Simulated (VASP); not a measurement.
# CuO (Fm-3m) in VASP: further runs

The runs below take CuO through single point, relaxation of cell and atoms, with PBE+U.

Program: VASP 6.6.1. These are calculated values, not measurements. Logs are shortened: lines on timing, memory, paths and dates and some standing lists are left out, and cuts for length are marked.

## Step 1: The cell of the first run

It takes space group Fm-3m (No. 225, cubic). Conventional cell: a = 4.136 Å, b = 4.136 Å, c = 4.136 Å, α = 90.00°, β = 90.00°, γ = 90.00°. Cu (site symmetry m-3m) has 6 O at 2.07 Å within 2.7 Å. O (site symmetry m-3m) has 6 Cu at 2.07 Å within 2.7 Å.

## Step 2: Single point, PBE+U, collinear spin

Input file INCAR:

```
PREC = Accurate
ENCUT = 600
EDIFF = 1E-6
ISMEAR = -1
SIGMA = 0.1
LREAL = F
LASPH = T
NELM = 200
ALGO = Normal
ISIF = 2
LWAVE = F
LCHARG = F
ISPIN = 2
MAGMOM = 1 0
LORBIT = 11
LMAXMIX = 4
LDAU = T
LDAUTYPE = 2
LDAUL = 2 -1
LDAUU = 6.39 0
LDAUJ = 0 0
LDAUPRINT = 1
GGA = PE
NBANDS = 20
GGA_COMPAT = F
```

Input file KPOINTS:

```
regular mesh
0
Gamma
  10 10 10
```

Input file POSCAR:

```
CuO
1.0
    0.0000000000      2.0679147640      2.0679147640
    2.0679147640      0.0000000000      2.0679147640
    2.0679147640      2.0679147640      0.0000000000
Cu O
1 1
Direct
    0.0000000000      0.0000000000      0.0000000000
    0.5000000000      0.5000000000      0.5000000000
```

Potentials or basis: VASP PAW PBE potentials, release 64 (Cu, O).

Command:

```console
> cat potpaw_PBE.64/Cu/POTCAR potpaw_PBE.64/O/POTCAR > POTCAR
> mpirun -np 1 vasp_std > vasp.out
```

OUTCAR:

```text
PREC = Accurate
   ENCUT = 600
   EDIFF = 1E-6
   ISMEAR = -1
   LREAL = F
   LASPH = T
   NELM = 200
   ISIF = 2
   ISPIN = 2
   LORBIT = 11
   GGA = PE

 ion  position               nearest neighbor table
   1  0.000  0.000  0.000-   2 2.07   2 2.07   2 2.07   2 2.07   2 2.07   2 2.07
   2  0.500  0.500  0.500-   1 2.07   1 2.07   1 2.07   1 2.07   1 2.07   1 2.07

  LATTYP: Found a face centered cubic cell.
 ALAT       =     4.1358295280

  Lattice vectors:

 A1 = (   0.0000000000,   2.0679147640,   2.0679147640)
 A2 = (   2.0679147640,   0.0000000000,   2.0679147640)
 A3 = (   2.0679147640,   2.0679147640,   0.0000000000)

Analysis of symmetry for initial positions (statically):
=====================================================================
 Subroutine PRICEL returns:
 Original cell was already a primitive cell.

 Routine SETGRP: Setting up the symmetry group for a
 face centered cubic supercell.

 Subroutine GETGRP returns: Found 48 space group operations
 (whereof 48 operations were pure point group operations)
 out of a pool of 48 trial point group operations.

The static configuration has the point symmetry O_h .

Analysis of symmetry for dynamics (positions and initial velocities):
=====================================================================
 Subroutine PRICEL returns:
 Original cell was already a primitive cell.

 Routine SETGRP: Setting up the symmetry group for a
 face centered cubic supercell.

 Subroutine GETGRP returns: Found 48 space group operations
 (whereof 48 operations were pure point group operations)
 out of a pool of 48 trial point group operations.

The dynamic configuration has the point symmetry O_h .

Analysis of structural, dynamic, and magnetic symmetry:
=====================================================================
 Subroutine PRICEL returns:
 Original cell was already a primitive cell.

 Routine SETGRP: Setting up the symmetry group for a
 face centered cubic supercell.

 Subroutine GETGRP returns: Found 48 space group operations
 (whereof 48 operations were pure point group operations)
 out of a pool of 48 trial point group operations.

The overall configuration has the point symmetry O_h .

 Subroutine INISYM returns: Found 48 space group operations
 (whereof 48 operations are pure point group operations),
 and found     1 'primitive' translations

----------------------------------------------------------------------------------------

                                     Primitive cell

  volume of cell :      17.6859

  direct lattice vectors                    reciprocal lattice vectors
     0.000000000  2.067914764  2.067914764    -0.241789463  0.241789463  0.241789463
     2.067914764  0.000000000  2.067914764     0.241789463 -0.241789463  0.241789463
     2.067914764  2.067914764  0.000000000     0.241789463  0.241789463 -0.241789463

  length of vectors
     2.924473105  2.924473105  2.924473105     0.418791634  0.418791634  0.418791634

  position of ions in fractional coordinates (direct lattice)
     0.000000000  0.000000000  0.000000000
     0.500000000  0.500000000  0.500000000

  ion indices of the primitive-cell ions
   primitive index   ion index
                 1           1
                 2           2

----------------------------------------------------------------------------------------

 KPOINTS: regular mesh

Automatic generation of k-mesh.
 Grid dimensions read from file:
 generate k-points for:   10   10   10

 Generating k-lattice:

  Cartesian coordinates                     Fractional coordinates (reciprocal lattice)
    -0.024178946  0.024178946  0.024178946     0.100000000  0.000000000  0.000000000
     0.024178946 -0.024178946  0.024178946     0.000000000  0.100000000  0.000000000
     0.024178946  0.024178946 -0.024178946     0.000000000  0.000000000  0.100000000

  Length of vectors
     0.041879163  0.041879163  0.041879163

  Shift w.r.t. Gamma in fractional coordinates (k-lattice)
     0.000000000  0.000000000  0.000000000

 Subroutine IBZKPT returns following result:
 ===========================================

 Found     47 irreducible k-points:

 Following reciprocal coordinates:
            Coordinates               Weight
  0.000000  0.000000  0.000000      1.000000
  0.100000  0.000000  0.000000      8.000000
  0.200000  0.000000  0.000000      8.000000
  0.300000  0.000000  0.000000      8.000000
  0.400000  0.000000  0.000000      8.000000
  0.500000  0.000000  0.000000      4.000000
[... 16 lines left out ...]
  0.300000  0.300000  0.000000      6.000000
  0.400000  0.300000  0.000000     24.000000
 [... further k-points ...]
   k-points           NKPTS =     47   k-points in BZ     NKDIM =     47   number of bands    NBANDS=     20
   number of dos      NEDOS =    301   number of ions     NIONS =      2
   total plane-waves  NPLWV =  13824
   dimension x,y,z NGX =    24 NGY =   24 NGZ =   24
   dimension x,y,z NGXF=    48 NGYF=   48 NGZF=   48
   ions per type =               1   1
   NGX,Y,Z   is equivalent  to a cutoff of  13.64, 13.64, 13.64 a.u.
   NGXF,Y,Z  is equivalent  to a cutoff of  27.29, 27.29, 27.29 a.u.
 SYSTEM =  unknown system
   PREC   = accura    normal or accurate (medium, high low for compatibility)
   ISTART =      0    job   : 0-new  1-cont  2-samecut
   ICHARG =      2    charge: 1-file 2-atom 10-const
   ISPIN  =      2    spin polarized calculation?
   LNONCOLLINEAR =      F non collinear calculations
   LSORBIT =      F    spin-orbit coupling
   LASPH  =      T    aspherical Exc in radial PAW
   ENCUT  =  600.0 eV  44.10 Ry    6.64 a.u.   5.84  5.84  5.84*2*pi/ulx,y,z
   NELM   =    200;   NELMIN=  2; NELMDL= -5     # of ELM steps
   EDIFF  = 0.1E-05   stopping-criterion for ELM
   LREAL  =      F    real-space projection
   EDIFFG = 0.1E-04   stopping-criterion for IOM
   NSW    =      0    number of steps for IOM
   IBRION =     -1    ionic relax: 0-MD 1-quasi-New 2-CG
   NFREE  =      0    steps in history (QN), initial steepest desc. (CG)
   ISIF   =      2    stress and relaxation
   ISYM   =      2    0-nonsym 1-usesym 2-fastsym
   POTIM  = 0.5000    time-step for ionic-motion
   TEBEG  =    0.0;   TEEND  =   0.0 temperature during run
   PSTRESS=    0.0 pullay stress
   NELECT =      17.0000    total number of electrons
   NUPDOWN=      -1.0000    fix difference up-down
   EMIN   =  10.00;   EMAX   =-10.00  energy-range for DOS
   EFERMI =   0.00;   METHOD = LEGACY
   ISMEAR =    -1;   SIGMA  =   0.10  broadening in eV -4-tet -1-fermi 0-gaus
   EFERMI_NEDOS =   21; number of points for ismear=-14 and -15
   IALGO  =     38    algorithm
   IMIX   =      4    mixing-type and parameters
     AMIX     =   0.40;   BMIX     =  1.00
     AMIX_MAG =   1.60;   BMIX_MAG =  1.00
  volume/ion in A,a.u.               =       8.84        59.68
  Fermi-wavevector in a.u.,A,eV,Ry     =   1.615655  3.053144 35.515826  2.610340
  Thomas-Fermi vector in A             =   2.710367
   LORBIT       =     11    0 simple, 1 ext, 2 COOP (PROOUT), +10 PAW based schemes
 LDA+U is selected, type is set to LDAUTYPE =  2
   angular momentum for each species LDAUL =     2   -1
   U (eV)           for each species LDAUU =   6.4  0.0
   J (eV)           for each species LDAUJ =   0.0  0.0
   GGA     = PE    functional components
   LHFCALC =     F    Hartree Fock is set to
   AEXX    =    0.0000 exact exchange contribution
   IVDW    =     0    specifies the selected vdW correction
   LEPSILON=     F    determine dielectric tensor
   LRPA    =     F    only Hartree local field effects (RPA)
 spin polarized calculation
  energy-cutoff  :      600.00
  volume of cell :       17.69
 maximum number of plane-waves:       609
   NGX = 11   NGY = 11   NGZ = 11

atom =   1  type =  1  l = 2

 onsite density matrix

spin component  1

  0.9754 -0.0000  0.0000  0.0000 -0.0000
 -0.0000  0.9754 -0.0000  0.0000 -0.0000
  0.0000 -0.0000  1.0098 -0.0000  0.0000
  0.0000  0.0000 -0.0000  0.9754  0.0000
 -0.0000 -0.0000  0.0000  0.0000  1.0098

spin component  2

  0.9721 -0.0000 -0.0000  0.0000  0.0000
 -0.0000  0.9721  0.0000  0.0000 -0.0000
 -0.0000  0.0000  0.7307 -0.0000  0.0000
  0.0000  0.0000 -0.0000  0.9721 -0.0000
  0.0000 -0.0000  0.0000 -0.0000  0.7307

 occupancies and eigenvectors

  o =  0.7307  v =  0.0000  0.0000  0.0000  0.0000  0.0000  0.0000 -0.0000  0.0106 -0.0000 -0.9999      0.0000  0.0000  0.0000  0.0000  0.0000  0.0000  0.0000  0.0000  0.0000  0.0000
  o =  0.7307  v =  0.0000  0.0000  0.0000  0.0000  0.0000  0.0000 -0.0000 -0.9999 -0.0000 -0.0106      0.0000  0.0000  0.0000  0.0000  0.0000  0.0000  0.0000  0.0000  0.0000  0.0000
  o =  0.9721  v =  0.0000  0.0000  0.0000  0.0000  0.0000  0.0000  0.9697 -0.0000 -0.2442 -0.0000      0.0000  0.0000  0.0000  0.0000  0.0000  0.0000  0.0000  0.0000  0.0000  0.0000
  o =  0.9721  v =  0.0000  0.0000  0.0000  0.0000  0.0000  0.0000 -0.2442  0.0000 -0.9697  0.0000      0.0000  0.0000  0.0000  0.0000  0.0000  0.0000  0.0000  0.0000  0.0000  0.0000
  o =  0.9721  v =  0.0000  0.0000  0.0000  0.0000  0.0000  1.0000  0.0000  0.0000  0.0000  0.0000      0.0000  0.0000  0.0000  0.0000  0.0000  0.0000  0.0000  0.0000  0.0000  0.0000
  o =  0.9754  v =  0.0000 -0.8677 -0.0000 -0.4970  0.0000  0.0000  0.0000  0.0000  0.0000  0.0000      0.0000  0.0000  0.0000  0.0000  0.0000  0.0000  0.0000  0.0000  0.0000  0.0000
  o =  0.9754  v =  0.0000  0.4970  0.0000 -0.8677 -0.0000  0.0000  0.0000  0.0000  0.0000  0.0000      0.0000  0.0000  0.0000  0.0000  0.0000  0.0000  0.0000  0.0000  0.0000  0.0000
  o =  0.9754  v =  1.0000  0.0000  0.0000  0.0000  0.0000  0.0000  0.0000  0.0000  0.0000  0.0000      0.0000  0.0000  0.0000  0.0000  0.0000  0.0000  0.0000  0.0000  0.0000  0.0000
  o =  1.0098  v =  0.0000 -0.0000  0.9888  0.0000 -0.1490  0.0000  0.0000  0.0000  0.0000  0.0000      0.0000  0.0000  0.0000  0.0000  0.0000  0.0000  0.0000  0.0000  0.0000  0.0000
  o =  1.0098  v =  0.0000 -0.0000 -0.1490 -0.0000 -0.9888  0.0000  0.0000  0.0000  0.0000  0.0000      0.0000  0.0000  0.0000  0.0000  0.0000  0.0000  0.0000  0.0000  0.0000  0.0000

 number of electron      16.9999994 magnetization       0.9827999

 Free energy of the ion-electron system (eV)
  ---------------------------------------------------
  ext. energy  EPLUGINS =         0.00000000
  ---------------------------------------------------
  free energy    TOTEN  =        -7.49463848 eV

  energy without entropy =       -7.46925354  energy(sigma->0) =       -7.48194601

 E-fermi :   6.4151     XC(G=0): -12.7693

 val. band max:        6.3634078346   @ k =   0.2000   0.1000   0.0000
 cond. band min:       6.4219596109   @ k =   0.3000   0.1000   0.0000
 fundamental gap:      0.0585517763
 Fermi energy:         6.4151193311

 spin component 1

 k-point     1 :       0.0000    0.0000    0.0000
  band No.  band energies     occupation
      1     -13.3822      1.00000
      2       1.6779      1.00000
      3       1.6779      1.00000
      4       1.9583      1.00000
      5       1.9583      1.00000
      6       1.9583      1.00000
[... 12 lines left out ...]
     19      31.4586      0.00000
     20      43.7445      0.00000
[... 507 lines left out ...]
 k-point    24 :       0.4000    0.3000    0.0000
  band No.  band energies     occupation
      1     -12.2084      1.00000
      2      -0.5144      1.00000
      3       1.1666      1.00000
      4       1.3457      1.00000
      5       2.0314      1.00000
      6       2.4287      1.00000
[... 12 lines left out ...]
     19      39.7979      0.00000
     20      40.7403      0.00000

 [... further k-points ...]

 spin component 2

 k-point     1 :       0.0000    0.0000    0.0000
  band No.  band energies     occupation
      1     -12.8063      1.00000
      2       2.3094      1.00000
      3       2.3094      1.00000
      4       2.3094      1.00000
      5       4.4069      1.00000
      6       4.4069      1.00000
[... 12 lines left out ...]
     19      32.8917      0.00000
     20      43.8970      0.00000
[... 507 lines left out ...]
 k-point    24 :       0.4000    0.3000    0.0000
  band No.  band energies     occupation
      1     -11.4896      1.00000
      2       0.3464      1.00000
      3       1.5873      1.00000
      4       2.3873      1.00000
      5       2.6184      1.00000
      6       3.8114      1.00000
[... 12 lines left out ...]
     19      40.0560      0.00000
     20      41.1937      0.00000

 [... further k-points ...]

------------------------ aborting loop because EDIFF is reached ----------------------------------------

  FORCE on cell =-STRESS in cart. coord.  units (eV):
  Direction    XX          YY          ZZ          XY          YZ          ZX
  --------------------------------------------------------------------------------------
  -------------------------------------------------------------------------------------
  Total        1.1865099      1.1865099      1.1865099      0.0000000     -0.0000000      0.0000000
  in kB      107.4865362    107.4865362    107.4865362      0.0000000     -0.0000000      0.0000000
  external PRESSURE =     107.4865362 kB  Pullay stress =       0.0000000 kB

 VOLUME and BASIS-vectors are now :
 -----------------------------------------------------------------------------
  energy-cutoff  :      600.00
  volume of cell :       17.69
      direct lattice vectors                 reciprocal lattice vectors
     0.000000000  2.067914764  2.067914764    -0.241789463  0.241789463  0.241789463
     2.067914764  0.000000000  2.067914764     0.241789463 -0.241789463  0.241789463
     2.067914764  2.067914764  0.000000000     0.241789463  0.241789463 -0.241789463

 POSITION                                       TOTAL-FORCE (eV/Angst)
 -----------------------------------------------------------------------------------
      0.00000      0.00000      0.00000         0.000000      0.000000      0.000000
      2.06791      2.06791      2.06791         0.000000     -0.000000      0.000000
 -----------------------------------------------------------------------------------
    total drift:                                0.000000     -0.000000     -0.000000

  FREE ENERGIE OF THE ION-ELECTRON SYSTEM (eV)
  ---------------------------------------------------
  free  energy   TOTEN  =        -7.4946384778 eV

  energy  without entropy=       -7.4692535432  energy(sigma->0) =       -7.48194601

 total charge

# of ion       s       p       d       tot
------------------------------------------
    1        0.317   0.357   9.300   9.974
    2        1.568   3.396   0.000   4.964
--------------------------------------------------
tot          1.884   3.753   9.300  14.937

 magnetization (x)

# of ion       s       p       d       tot
------------------------------------------
    1       -0.006   0.004   0.568   0.567
    2        0.009   0.370   0.000   0.379
--------------------------------------------------
tot          0.003   0.374   0.568   0.946
```

It took 52 s on 1 thread of Intel Xeon 8259CL, shared host; peak memory 0.17 GiB.

What came out:

```
Free energy                                           : -7.4946 eV
Pressure                                              : 10.7 GPa
Band gap on the k mesh                                : zero (filled and empty bands overlap)
Net moment                                            : 0.98 μB per cell
Site moments                                          : Cu +0.57; O +0.38 μB
Valence electrons inside the program's atomic spheres : Cu 9.97; O 4.96
```

Levels at points of the mesh, in eV from the Fermi level:
Spin up:
```csv
k point,band 7,band 8,band 9,band 10,band 11,band 12
"(0.00, 0.00, 0.00)",-2.30,-2.30,-2.30,2.49,18.67,18.67
"(0.50, 0.00, 0.00)",-2.95,-0.16,-0.16,6.63,10.76,15.00
"(0.50, 0.50, 0.00)",-3.63,-3.63,-3.63,6.84,11.64,12.02
```
Spin down:
| k point | band 4 | band 5 | band 6 | band 7 | band 8 | band 9 | band 10 | band 11 | band 12 | band 13 |
| --- | --- | --- | --- | --- | --- | --- | --- | --- | --- | --- |
| (0.00, 0.00, 0.00) | -4.11 | -2.01 | -2.01 | -1.60 | -1.60 | -1.60 | 2.75 | 18.78 | 18.78 | 18.78 |
| (0.50, 0.00, 0.00) | -5.04 | -3.17 | -3.17 | -2.51 | 1.56 | 1.56 | 6.74 | 11.25 | 15.08 | 15.08 |
| (0.50, 0.50, 0.00) | -3.24 | -3.24 | -3.02 | -3.02 | -1.66 | -1.04 | 6.98 | 12.05 | 12.12 | 17.94 |

Eigenvalues of the final occupation matrices:
```tsv
site	spin	trace	eigenvalues
site 1 d	1	4.95	0.98 0.98 0.98 1.01 1.01
site 1 d	2	4.38	0.73 0.73 0.97 0.97 0.97
```

Caveat: the cell stands under pressure; a cell with one magnetic atom can't hold antiferromagnetic order, which such compounds often take.

[end of part 1 of 2]
